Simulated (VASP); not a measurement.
# Cu (C2/m) in VASP: notebook

Cu is run at these levels: PBEsol; tasks: single point.

Everything below comes from runs of VASP 6.6.1. Logs are shortened: lines on timing, memory, paths and dates and some standing lists are left out, and cuts for length are marked.

## (1) The cell of the first run

The structure is monoclinic, space group C2/m (No. 12). The conventional cell has a = 3.039 Å, b = 3.563 Å, c = 2.374 Å, α = 90.00°, β = 121.13°, γ = 90.00°. Cu (site symmetry 2/m) has 14 Cu at 2.34 to 3.04 Å within 3.1 Å.

## (2) Single point, PBEsol (engineering shear strain xy -0.1400, strain +e along x and -e along y -0.1500)

File INCAR:

```
SYSTEM = Cu
  PREC = Accurate
  ENCUT = 520
  EDIFF = 1E-6
  ISMEAR = 0
  SIGMA = 0.15
  LREAL = .False.
  LASPH = .True.
  NELM = 60
  ALGO = Fast
  ISIF = 2
  LWAVE = .False.
  LCHARG = .False.
  GGA = PS
  NBANDS = 12
```

File KPOINTS:

```
Automatic mesh
0
Gamma
  22 22 22
  0 0 0
```

File POSCAR:

```
Cu
1.0
   -0.1247149552      2.0488885497      1.7816422171
    1.5143958845     -0.1247149552      1.7816422171
    1.3896809293      1.9241735945      0.0000000000
Cu
1
Direct
    0.0000000000      0.0000000000      0.0000000000
```

Potentials or basis: VASP PAW PBE potentials, release 64 (Cu).

Started as:

```
$ cat potpaw_PBE.64/Cu/POTCAR > POTCAR
$ mpirun -np 1 vasp_std > vasp.out
```

OUTCAR:

```text
SYSTEM = Cu
   PREC = Accurate
   ENCUT = 520
   EDIFF = 1E-6
   ISMEAR = 0
   LREAL = .False.
   LASPH = .True.
   NELM = 60
   ISIF = 2
   GGA = PS

 ion  position               nearest neighbor table
   1  0.000  0.000  0.000-

  LATTYP: Found a base centered monoclinic cell.
 ALAT       =     3.0390450573
 B/A-ratio  =     1.1725013506
 C/A-ratio  =     0.7810126461
 COS(beta)  =    -0.5169786210

  Lattice vectors:

 A1 = (  -1.5143958845,   0.1247149552,  -1.7816422171)
 A2 = (  -1.5143958845,   0.1247149552,   1.7816422171)
 A3 = (   1.3896809293,   1.9241735945,   0.0000000000)

Analysis of symmetry for initial positions (statically):
=====================================================================
 Subroutine PRICEL returns:
 Original cell was already a primitive cell.

 Routine SETGRP: Setting up the symmetry group for a
 base centered monoclinic supercell.

 Subroutine GETGRP returns: Found  4 space group operations
 (whereof  4 operations were pure point group operations)
 out of a pool of  4 trial point group operations.

The static configuration has the point symmetry C_2h.

Analysis of symmetry for dynamics (positions and initial velocities):
=====================================================================
 Subroutine PRICEL returns:
 Original cell was already a primitive cell.

 Routine SETGRP: Setting up the symmetry group for a
 base centered monoclinic supercell.

 Subroutine GETGRP returns: Found  4 space group operations
 (whereof  4 operations were pure point group operations)
 out of a pool of  4 trial point group operations.

The dynamic configuration has the point symmetry C_2h.

 Subroutine INISYM returns: Found  4 space group operations
 (whereof  4 operations are pure point group operations),
 and found     1 'primitive' translations

----------------------------------------------------------------------------------------

                                     Primitive cell

  volume of cell :      11.0008

  direct lattice vectors                    reciprocal lattice vectors
    -0.124714955  2.048888550  1.781642217    -0.311629813  0.225065976  0.280639960
     1.514395885 -0.124714955  1.781642217     0.311629813 -0.225065976  0.280639960
     1.389680929  1.924173595  0.000000000     0.352026271  0.265462434 -0.280639960

  length of vectors
     2.718041041  2.341622878  2.373532622     0.475948129  0.475948129  0.522639059

  position of ions in fractional coordinates (direct lattice)
     0.000000000  0.000000000  0.000000000

  ion indices of the primitive-cell ions
   primitive index   ion index
                 1           1

----------------------------------------------------------------------------------------

 KPOINTS: Automatic mesh

Automatic generation of k-mesh.
 Grid dimensions read from file:
 generate k-points for:   22   22   22

 Generating k-lattice:

  Cartesian coordinates                     Fractional coordinates (reciprocal lattice)
    -0.014164992  0.010230272  0.012756362     0.045454545  0.000000000  0.000000000
     0.014164992 -0.010230272  0.012756362     0.000000000  0.045454545  0.000000000
     0.016001194  0.012066474 -0.012756362     0.000000000  0.000000000  0.045454545

  Length of vectors
     0.021634006  0.021634006  0.023756321

  Shift w.r.t. Gamma in fractional coordinates (k-lattice)
     0.000000000  0.000000000  0.000000000

 Subroutine IBZKPT returns following result:
 ===========================================

 Found   2796 irreducible k-points:

 Following reciprocal coordinates:
            Coordinates               Weight
  0.000000  0.000000  0.000000      1.000000
  0.045455  0.000000  0.000000      4.000000
  0.090909  0.000000  0.000000      4.000000
  0.136364 -0.000000 -0.000000      4.000000
  0.181818 -0.000000 -0.000000      4.000000
  0.227273 -0.000000 -0.000000      4.000000
[... 16 lines left out ...]
  0.500000  0.045455 -0.000000      4.000000
 -0.454545  0.045455  0.000000      4.000000
 [... further k-points ...]
   k-points           NKPTS =   2796   k-points in BZ     NKDIM =   2796   number of bands    NBANDS=     12
   number of dos      NEDOS =    301   number of ions     NIONS =      1
   total plane-waves  NPLWV =   6480
   dimension x,y,z NGX =    20 NGY =   18 NGZ =   18
   dimension x,y,z NGXF=    40 NGYF=   36 NGZF=   36
   ions per type =               1
   NGX,Y,Z   is equivalent  to a cutoff of  12.23, 12.78, 12.61 a.u.
   NGXF,Y,Z  is equivalent  to a cutoff of  24.47, 25.56, 25.21 a.u.
 SYSTEM =  Cu
   PREC   = accura    normal or accurate (medium, high low for compatibility)
   ISTART =      0    job   : 0-new  1-cont  2-samecut
   ICHARG =      2    charge: 1-file 2-atom 10-const
   ISPIN  =      1    spin polarized calculation?
   LNONCOLLINEAR =      F non collinear calculations
   LSORBIT =      F    spin-orbit coupling
   LASPH  =      T    aspherical Exc in radial PAW
   ENCUT  =  520.0 eV  38.22 Ry    6.18 a.u.   5.05  4.35  4.41*2*pi/ulx,y,z
   NELM   =     60;   NELMIN=  2; NELMDL= -5     # of ELM steps
   EDIFF  = 0.1E-05   stopping-criterion for ELM
   LREAL  =      F    real-space projection
   EDIFFG = 0.1E-04   stopping-criterion for IOM
   NSW    =      0    number of steps for IOM
   IBRION =     -1    ionic relax: 0-MD 1-quasi-New 2-CG
   NFREE  =      0    steps in history (QN), initial steepest desc. (CG)
   ISIF   =      2    stress and relaxation
   ISYM   =      2    0-nonsym 1-usesym 2-fastsym
   POTIM  = 0.5000    time-step for ionic-motion
   TEBEG  =    0.0;   TEEND  =   0.0 temperature during run
   PSTRESS=    0.0 pullay stress
   NELECT =      11.0000    total number of electrons
   NUPDOWN=      -1.0000    fix difference up-down
   EMIN   =  10.00;   EMAX   =-10.00  energy-range for DOS
   EFERMI =   0.00;   METHOD = LEGACY
   ISMEAR =     0;   SIGMA  =   0.15  broadening in eV -4-tet -1-fermi 0-gaus
   EFERMI_NEDOS =   21; number of points for ismear=-14 and -15
   IALGO  =     68    algorithm
   IMIX   =      4    mixing-type and parameters
     AMIX     =   0.40;   BMIX     =  1.00
     AMIX_MAG =   1.60;   BMIX_MAG =  1.00
  volume/ion in A,a.u.               =      11.00        74.24
  Fermi-wavevector in a.u.,A,eV,Ry     =   1.637057  3.093589 36.463011  2.679956
  Thomas-Fermi vector in A             =   2.728260
   LORBIT       =      0    0 simple, 1 ext, 2 COOP (PROOUT), +10 PAW based schemes
   GGA     = PS    functional components
   LHFCALC =     F    Hartree Fock is set to
   AEXX    =    0.0000 exact exchange contribution
   IVDW    =     0    specifies the selected vdW correction
   LEPSILON=     F    determine dielectric tensor
   LRPA    =     F    only Hartree local field effects (RPA)
 non-spin polarized calculation
 RMM-DIIS sequential band-by-band and
 Gauss-broadening in eV      SIGMA  =   0.15
  energy-cutoff  :      520.00
  volume of cell :       11.00
 maximum number of plane-waves:       312
   NGX = 11   NGY =  9   NGZ =  9

 number of electron      11.0000002 magnetization

 Free energy of the ion-electron system (eV)
  ---------------------------------------------------
  ext. energy  EPLUGINS =         0.00000000
  ---------------------------------------------------
  free energy    TOTEN  =        -4.15221887 eV

  energy without entropy =       -4.14949306  energy(sigma->0) =       -4.15085597

 E-fermi :   8.3150     XC(G=0): -13.3138

 val. band max:        8.3138537557   @ k =  -0.4545   0.1364   0.4545
 cond. band min:       8.3273904323   @ k =   0.1818   0.5000   0.1364
 fundamental gap:      0.0135366766
 Fermi energy:         8.3150496307

 k-point     1 :       0.0000    0.0000    0.0000
  band No.  band energies     occupation
      1      -1.6163      2.00000
      2       4.2958      2.00000
      3       4.7023      2.00000
      4       5.6879      2.00000
      5       5.9797      2.00000
      6       6.4295      2.00000
      7      30.9839      0.00000
      8      31.8943      0.00000
      9      34.8485      0.00000
     10      35.2769      0.00000
     11      36.2346      0.00000
     12      37.0621      0.00000

 k-point     2 :       0.0455    0.0000    0.0000
  band No.  band energies     occupation
      1      -1.5419      2.00000
      2       4.3072      2.00000
      3       4.6967      2.00000
      4       5.6968      2.00000
      5       5.9772      2.00000
      6       6.4185      2.00000
      7      30.1537      0.00000
      8      31.5325      0.00000
      9      34.4017      0.00000
     10      35.8122      0.00000
     11      36.6355      0.00000
     12      37.3426      0.00000

 k-point     3 :       0.0909    0.0000    0.0000
  band No.  band energies     occupation
      1      -1.3205      2.00000
      2       4.3382      2.00000
      3       4.6791      2.00000
      4       5.7247      2.00000
      5       5.9723      2.00000
      6       6.3879      2.00000
      7      28.1115      0.00000
      8      31.2346      0.00000
      9      33.8494      0.00000
     10      36.0654      0.00000
     11      36.4595      0.00000
     12      38.6143      0.00000
[... 286 lines left out ...]
 k-point    23 :       0.5000    0.0455   -0.0000
  band No.  band energies     occupation
      1       2.7721      2.00000
      2       4.2443      2.00000
      3       5.7806      2.00000
      4       6.1339      2.00000
      5       6.5185      2.00000
      6       7.1612      2.00000
      7      11.9025      0.00000
      8      27.8805      0.00000
      9      29.2178      0.00000
     10      32.9227      0.00000
     11      36.8340      0.00000
     12      41.5771      0.00000

 k-point    24 :      -0.4545    0.0455    0.0000
  band No.  band energies     occupation
      1       2.7404      2.00000
      2       4.2393      2.00000
      3       5.8281      2.00000
      4       6.1043      2.00000
      5       6.5353      2.00000
      6       6.9928      2.00000
      7      12.1205      0.00000
      8      27.8039      0.00000
      9      28.8872      0.00000
     10      33.0709      0.00000
     11      37.1806      0.00000
     12      42.1350      0.00000

 [... further k-points ...]
[... 5 lines left out ...]
  --------------------------------------------------------------------------------------
  -------------------------------------------------------------------------------------
  Total        1.0481234     -0.0471484      1.2838366      0.7511563      0.0000000      0.0000000
  in kB      152.6501508     -6.8667522    186.9797633    109.3994591      0.0000000      0.0000000
  external PRESSURE =     110.9210539 kB  Pullay stress =       0.0000000 kB

 VOLUME and BASIS-vectors are now :
 -----------------------------------------------------------------------------
  energy-cutoff  :      520.00
  volume of cell :       11.00
      direct lattice vectors                 reciprocal lattice vectors
    -0.124714955  2.048888550  1.781642217    -0.311629813  0.225065976  0.280639960
     1.514395885 -0.124714955  1.781642217     0.311629813 -0.225065976  0.280639960
     1.389680929  1.924173595  0.000000000     0.352026271  0.265462434 -0.280639960

 POSITION                                       TOTAL-FORCE (eV/Angst)
 -----------------------------------------------------------------------------------
      0.00000      0.00000      0.00000         0.000000     -0.000000      0.000000
 -----------------------------------------------------------------------------------
    total drift:                                0.000000     -0.000000      0.000000

  FREE ENERGIE OF THE ION-ELECTRON SYSTEM (eV)
  ---------------------------------------------------
  free  energy   TOTEN  =        -4.1522188684 eV

  energy  without entropy=       -4.1494930645  energy(sigma->0) =       -4.15085597
```

Wall time 3.7 min (1 thread of AMD EPYC 9R45 (Zen 5), shared host); peak memory 0.41 GiB.

What came out:

```yaml
Free_energy: -4.1522 eV
Pressure: 11.1 GPa
Band_gap_on_the_k_mesh: zero (an odd number of electrons rules out a gap without spin polarisation)
```

Caveat: the cell differs from its parent crystal (engineering shear strain xy -0.1400, strain +e along x and -e along y -0.1500); the stress differs along the axes, from -1 to 19 GPa; the PAW data sets were made with another functional, which shifts forces and pressure a little.

## (3) Single point, PBEsol (engineering shear strain xy -0.1400, strain +e along x and -e along y -0.1000)

File INCAR:

```
  PREC = Accurate
  ENCUT = 520
  EDIFF = 1E-6
  ISMEAR = 0
  SIGMA = 0.15
  LREAL = F
  LASPH = T
  NELM = 60
  ALGO = Fast
  ISIF = 2
  LWAVE = F
  LCHARG = F
  GGA = PS
  NBANDS = 12
```

File KPOINTS:

```
Automatic mesh
0
Gamma
  22 22 22
```

File POSCAR:

```
Cu
1.0
   -0.1247149552      1.9598064388      1.7816422171
    1.6034779954     -0.1247149552      1.7816422171
    1.4787630402      1.8350914836      0.0000000000
Cu
1
Direct
    0.0000000000      0.0000000000      0.0000000000
```

Potentials or basis: VASP PAW PBE potentials, release 64 (Cu).

Started as:

```
$ cat potpaw_PBE.64/Cu/POTCAR > POTCAR
$ mpirun -np 1 vasp_std > vasp.out
```

Run time: 4.2 min. Hardware: 1 thread of AMD EPYC 7R13 (Zen 3), shared host; peak memory 0.41 GiB.

The run converged. Its results:

```yaml
Free_energy: -4.2029 eV
Pressure: 7.2 GPa
Band_gap_on_the_k_mesh: zero (an odd number of electrons rules out a gap without spin polarisation)
```

Stress tensor (GPa, compression positive):
```
11.45 12.73  0.00
12.73  2.00  0.00
 0.00  0.00  8.07
```

Levels at points of the mesh, in eV from the Fermi level:
| k point | band 2 | band 3 | band 4 | band 5 | band 6 | band 7 | band 8 | band 9 |
| --- | --- | --- | --- | --- | --- | --- | --- | --- |
| (0.00, 0.00, 0.00) | -3.83 | -3.51 | -2.57 | -2.54 | -1.95 | 21.95 | 23.16 | 26.24 |
| (0.50, 0.00, 0.00) | -3.86 | -2.59 | -1.93 | -1.75 | -1.65 | 3.25 | 20.80 | 21.90 |
| (0.50, 0.50, 0.00) | -4.65 | -1.91 | -1.85 | -1.26 | 1.29 | 7.37 | 10.82 | 16.89 |
| (0.00, 0.00, 0.50) | -3.83 | -2.78 | -1.96 | -1.38 | -0.36 | 5.27 | 16.04 | 21.40 |
| (0.50, 0.00, 0.50) | -4.68 | -1.80 | -1.75 | -1.52 | -0.42 | 5.18 | 16.24 | 16.34 |
| (0.00, 0.50, 0.50) | -4.85 | -2.08 | -1.42 | -1.35 | 4.16 | 10.59 | 11.14 | 11.44 |

Caveat: the cell differs from its parent crystal (engineering shear strain xy -0.1400, strain +e along x and -e along y -0.1000); the stress differs along the axes, from 2 to 11 GPa; the PAW data sets were made with another functional, which shifts forces and pressure a little.

## (4) Single point, PBEsol (engineering shear strain xy -0.1400, strain +e along x and -e along y -0.0500)

File INCAR:

```
ALGO = Fast
EDIFF = 1E-6
ENCUT = 520
GGA = PS
ISIF = 2
ISMEAR = 0
LASPH = True
LCHARG = False
LREAL = False
LWAVE = False
NBANDS = 12
NELM = 80
PREC = Accurate
SIGMA = 0.15
```

File KPOINTS:

```
k-points
0
Gamma
  22 22 22
```

File POSCAR:

```
Cu
1.0
   -0.1247149552      1.8707243280      1.7816422171
    1.6925601062     -0.1247149552      1.7816422171
    1.5678451510      1.7460093728      0.0000000000
Cu
1
Direct
    0.0000000000      0.0000000000      0.0000000000
```

Started as:

```
$ cat potpaw_PBE.64/Cu/POTCAR > POTCAR
$ mpirun -np 1 vasp_std > vasp.out
```

Run time: 4.4 min. Hardware: 1 thread of AMD EPYC 7R13 (Zen 3), shared host; peak memory 0.41 GiB.

It converged, with:

```
Free energy            : -4.2319 eV
Pressure               : 5.5 GPa
Band gap on the k mesh : zero (an odd number of electrons rules out a gap without spin polarisation)
```

Stress tensor (GPa, compression positive):
```
 9.52 13.87  0.00
13.87  4.58  0.00
 0.00  0.00  2.37
```

Levels at points of the mesh, in eV from the Fermi level:
```
           k point  band 4  band 5  band 6  band 7  band 8  band 9
(0.00, 0.00, 0.00)   -2.72   -2.41   -2.07   21.52   22.75   25.83
(0.50, 0.00, 0.00)   -1.93   -1.79   -1.62    3.10   21.22   23.12
(0.50, 0.50, 0.00)   -1.71   -1.39    1.34    7.38   10.36   16.44
(0.00, 0.00, 0.50)   -1.86   -1.47   -0.44    5.10   17.92   22.50
(0.50, 0.00, 0.50)   -1.71   -1.46    0.48    6.31   14.80   14.80
(0.00, 0.50, 0.50)   -1.48   -1.41    2.73    9.00   12.28   12.39
```

Caveat: the cell differs from its parent crystal (engineering shear strain xy -0.1400, strain +e along x and -e along y -0.0500); the stress differs along the axes, from 2 to 10 GPa; the PAW data sets were made with another functional, which shifts forces and pressure a little.

## (5) Overview

| cell | gap on the mesh (eV) | pressure (GPa) |
| --- | --- | --- |
| a = 2.718, b = 2.342, c = 2.374 Å, angles 70.4, 54.3, 64.6°, 1 atom | none | 11.1 |
| a = 2.652, b = 2.400, c = 2.357 Å, angles 67.7, 56.9, 64.6°, 1 atom | none | 7.2 |
| a = 2.586, b = 2.461, c = 2.347 Å, angles 65.0, 59.6, 64.6°, 1 atom | none | 5.5 |

Alike in all rows: task single point; level PBEsol; potentials or basis VASP PAW PBE potentials, release 64 (Cu); no spin polarisation; k mesh 22 × 22 × 22; cutoff (eV) 520; smearing gaussian 0.15 eV.

Caveats: the PAW data sets were made with another functional, which shifts forces and pressure a little; the stress differs along the axes, from -1 to 19 GPa (at least some runs); the stress differs along the axes, from 2 to 11 GPa (at least some runs); the stress differs along the axes, from 2 to 10 GPa (at least some runs).

Total energies depend on the potentials used, so only differences within one code and one set of settings carry meaning.
